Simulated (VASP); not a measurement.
# Ba (Fm-3m) in VASP: a series of runs, part 2 of 2

VASP 6.6.1.

## 4. Relaxation of cell and atoms, RPBE

This run uses another cell than the first one, of 62.50 Å³/atom, 0.835 times its volume.

INCAR

```
ALGO = Normal
EDIFF = 1E-7
EDIFFG = -0.01
ENCUT = 600
GGA = RP
IBRION = 2
ISIF = 3
ISMEAR = -1
LASPH = T
LCHARG = F
LREAL = F
LWAVE = F
NELM = 60
NSW = 80
PREC = Accurate
SIGMA = 0.1
```

KPOINTS

```
k-points
0
Gamma
  9 9 9
```

POSCAR

```
Ba
1.0
    0.0000000000      3.1498026247      3.1498026247
    3.1498026247      0.0000000000      3.1498026247
    3.1498026247      3.1498026247      0.0000000000
Ba
1
Direct
    0.0000000000      0.0000000000      0.0000000000
```

Potentials or basis: VASP PAW PBE potentials, release 64 (Ba_sv).

Launch:

```sh
$ cat potpaw_PBE.64/Ba_sv/POTCAR > POTCAR
$ mpirun -np 1 vasp_std > vasp.out
```

OUTCAR:

```text
EDIFF = 1E-7
   EDIFFG = -0.01
   ENCUT = 600
   GGA = RP
   IBRION = 2
   ISIF = 3
   ISMEAR = -1
   LASPH = T
   LREAL = F
   NELM = 60
   NSW = 80
   PREC = Accurate

 ion  position               nearest neighbor table
   1  0.000  0.000  0.000-

  LATTYP: Found a face centered cubic cell.
 ALAT       =     6.2996052494

  Lattice vectors:

 A1 = (   0.0000000000,   3.1498026247,   3.1498026247)
 A2 = (   3.1498026247,   0.0000000000,   3.1498026247)
 A3 = (   3.1498026247,   3.1498026247,   0.0000000000)

Analysis of symmetry for initial positions (statically):
=====================================================================
 Subroutine PRICEL returns:
 Original cell was already a primitive cell.

 Routine SETGRP: Setting up the symmetry group for a
 face centered cubic supercell.

 Subroutine GETGRP returns: Found 48 space group operations
 (whereof 48 operations were pure point group operations)
 out of a pool of 48 trial point group operations.

The static configuration has the point symmetry O_h .

Analysis of symmetry for dynamics (positions and initial velocities):
=====================================================================
 Subroutine PRICEL returns:
 Original cell was already a primitive cell.

[... 260 lines left out ...]
--------------------------------------- Ionic step        4  -------------------------------------------

 number of electron       9.9999999 magnetization

 Free energy of the ion-electron system (eV)
  ---------------------------------------------------
  ext. energy  EPLUGINS =         0.00000000
  ---------------------------------------------------
  free energy    TOTEN  =        -1.69992667 eV

  energy without entropy =       -1.64042062  energy(sigma->0) =       -1.67017365

 E-fermi :   1.4732     XC(G=0):  -6.9684

 val. band max:        1.4567093813   @ k =  -0.4444   0.4444   0.0000
 cond. band min:       1.5047810727   @ k =  -0.3333   0.3333   0.0000
 fundamental gap:      0.0480716914
 Fermi energy:         1.4732260655

 k-point     1 :       0.0000    0.0000    0.0000
  band No.  band energies     occupation
      1     -27.6686      2.00000
      2     -12.6849      2.00000
      3     -12.6849      2.00000
      4     -12.6849      2.00000
      5      -1.2563      2.00000
      6       3.1468      0.00000
      7       3.1468      0.00000
      8       3.1468      0.00000
      9       4.5244      0.00000
[... 265 lines left out ...]
 k-point    24 :       0.4444    0.4444    0.0000
  band No.  band energies     occupation
      1     -27.6372      2.00000
      2     -12.9743      2.00000
      3     -12.7962      2.00000
      4     -12.7962      2.00000
      5       0.7405      1.99869
      6       1.4222      1.24963
      7       3.0150      0.00000
      8       5.4992      0.00000
      9       5.5029      0.00000

 [... further k-points ...]

------------------------ aborting loop because EDIFF is reached ----------------------------------------

  FORCE on cell =-STRESS in cart. coord.  units (eV):
  Direction    XX          YY          ZZ          XY          YZ          ZX
  --------------------------------------------------------------------------------------
  -------------------------------------------------------------------------------------
  Total       -0.0014831     -0.0014831     -0.0014831     -0.0000000      0.0000000     -0.0000000
  in kB       -0.0339272     -0.0339272     -0.0339272     -0.0000000      0.0000000     -0.0000000
  external PRESSURE =      -0.0339272 kB  Pullay stress =       0.0000000 kB
[... 16 lines left out ...]
  FREE ENERGIE OF THE ION-ELECTRON SYSTEM (eV)
  ---------------------------------------------------
  free  energy   TOTEN  =        -1.6999266721 eV

  energy  without entropy=       -1.6404206248  energy(sigma->0) =       -1.67017365

 reached required accuracy - stopping structural energy minimisation
```

OSZICAR:

```text
N       E                     dE             d eps       ncg     rms          rms(c)
DAV:   1     0.638528602737E+02    0.63853E+02   -0.45414E+03   630   0.102E+03
DAV:   2     0.983335450434E+00   -0.62870E+02   -0.61459E+02   803   0.153E+02
DAV:   3    -0.159640660578E+01   -0.25797E+01   -0.25602E+01   757   0.386E+01
[... 43 lines left out ...]
DAV:   6    -0.169993030324E+01   -0.23666E-04   -0.23407E-05   975   0.412E-02    0.114E-02
DAV:   7    -0.169992894822E+01    0.13550E-05   -0.17249E-06   661   0.203E-02    0.403E-03
DAV:   8    -0.169992701943E+01    0.19288E-05   -0.25787E-07   797   0.578E-03    0.707E-04
DAV:   9    -0.169992673255E+01    0.28688E-06   -0.36418E-08   327   0.243E-03    0.281E-04
DAV:  10    -0.169992667213E+01    0.60417E-07   -0.59650E-09   324   0.731E-04
   4 F= -.16999267E+01 E0= -.16701736E+01  d E =-.216377E-01
```

Run time: 66 s. Hardware: 1 thread of Intel Xeon Platinum 8375C at 2.90GHz (Ice Lake), shared host; peak memory 0.22 GiB.

What came out:

```yaml
Free_energy: -1.6999 eV
Relaxed_volume: 70.04 Å³/atom
Relaxed_cell: a = 4.627 Å, b = 4.627 Å, c = 4.627 Å, α = 60.00°, β = 60.00°, γ = 60.00°
Space_group_after_relaxing_to_0.05_Å: Fm-3m (No. 225)
Energy_gained_by_relaxing: 21.6 meV/atom
Ionic_steps: 4
Pressure_after_relaxing: 0.0 GPa
Band_gap_on_the_k_mesh: zero (band 5 reaches 1.55 eV, above the bottom of band 6 at 1.42 eV)
```

The path:
| step | energy change (eV) | largest force (eV/Å) | pressure (GPa) | volume (Å³) |
| --- | --- | --- | --- | --- |
| 1 | 0.0000 | 0.0000 | 0.99 | 62.50 |
| 2 | -0.0161 | 0.0000 | 0.47 | 66.06 |
| 3 | -0.0214 | 0.0000 | -0.09 | 70.92 |
| 4 | -0.0216 | 0.0000 | 0.00 | 70.04 |

Final structure:
```cif
data_structure
_symmetry_space_group_name_H-M 'P 1'
_symmetry_Int_Tables_number 1
_cell_length_a 4.6269
_cell_length_b 4.6269
_cell_length_c 4.6269
_cell_angle_alpha 60.000
_cell_angle_beta 60.000
_cell_angle_gamma 60.000
_cell_volume 70.04
loop_
_atom_site_label
_atom_site_type_symbol
_atom_site_fract_x
_atom_site_fract_y
_atom_site_fract_z
_atom_site_occupancy
Ba1 Ba 0.00000 0.00000 0.00000 1
```

Caveat: the PAW data sets were made with another functional, which shifts forces and pressure a little; spin-orbit coupling is left out, which moves the levels of the heavy elements.

## 5. Single point, RPBE

This run uses another cell than the first one, of 69.30 Å³/atom, 0.926 times its volume.

INCAR

```
PREC     = Accurate       # precision mode
ENCUT    = 520            # plane-wave cutoff, eV
EDIFF    = 1E-6           # SCF threshold, eV
ISMEAR   = -1             # smearing method
SIGMA    = 0.1            # smearing width, eV
LREAL    = False          # projectors in reciprocal space
LASPH    = True           # aspherical terms in the spheres
NELM     = 60             # most SCF steps
ALGO     = Normal         # electronic algorithm
ISIF     = 2              # what is computed and relaxed
LWAVE    = False          # write WAVECAR
LCHARG   = True           # write CHGCAR
GGA      = RP             # functional
LELF     = True           # ELF
LVHAR    = True         
NBANDS   = 11             # bands
```

KPOINTS

```
Automatic mesh
0
Gamma
  14 14 14
```

POSCAR

```
Ba
1.0
    0.0000000000      3.2601083639      3.2601083639
    3.2601083639      0.0000000000      3.2601083639
    3.2601083639      3.2601083639      0.0000000000
Ba
1
Direct
    0.0000000000      0.0000000000      0.0000000000
```

Launch:

```sh
$ cat potpaw_PBE.64/Ba_sv/POTCAR > POTCAR
$ mpirun -np 1 vasp_std > vasp.out
```

Run time: 51 s. Hardware: 1 thread of Intel Xeon Platinum 8375C at 2.90GHz (Ice Lake), shared host; peak memory 0.24 GiB.

Results (log left out):

```yaml
Free_energy: -1.6997 eV
Pressure: 0.1 GPa
Band_gap_on_the_k_mesh: zero (band 5 reaches 1.53 eV, above the bottom of band 6 at 1.41 eV)
```

Levels at points of the mesh, in eV from the Fermi level:
```
           k point  band 1  band 2  band 3  band 4  band 5  band 6  band 7  band 8  band 9  band 10
(0.00, 0.00, 0.00)  -29.12  -14.13  -14.13  -14.13   -2.73    1.69    1.69    1.69    3.09     3.09
(0.50, 0.00, 0.00)  -29.09  -14.46  -14.17  -14.17   -0.91    0.77    1.56    1.56    4.13     4.13
(0.50, 0.50, 0.00)  -29.08  -14.44  -14.25  -14.25   -0.73   -0.09    1.70    4.15    4.45     4.45
```

Caveat: the PAW data sets were made with another functional, which shifts forces and pressure a little; spin-orbit coupling is left out, which moves the levels of the heavy elements.

## 6. The runs side by side

| task | cell | k mesh | cutoff (eV) | gap on the mesh (eV) | pressure (GPa) |
| --- | --- | --- | --- | --- | --- |
| single point | a = 4.730 Å, angles 60.0°, 1 atom | 10 × 10 × 10 | 520 | none | -0.4 |
| single point | a = 4.788 Å, angles 60.0°, 1 atom | 10 × 10 × 10 | 520 | none | -0.7 |
| relaxation of cell and atoms | relaxed from a = 4.454 Å, angles 60.0°, 1 atom | 9 × 9 × 9 | 600 | none | 0.0 |
| single point | a = 4.610 Å, angles 60.0°, 1 atom | 14 × 14 × 14 | 520 | none | 0.1 |

Alike in all rows: level RPBE; potentials or basis VASP PAW PBE potentials, release 64 (Ba_sv); no spin polarisation; smearing fermi-dirac 0.1 eV.

Caveats: the PAW data sets were made with another functional, which shifts forces and pressure a little; spin-orbit coupling is left out, which moves the levels of the heavy elements.

Absolute energies hang on the potentials; compare differences alone.
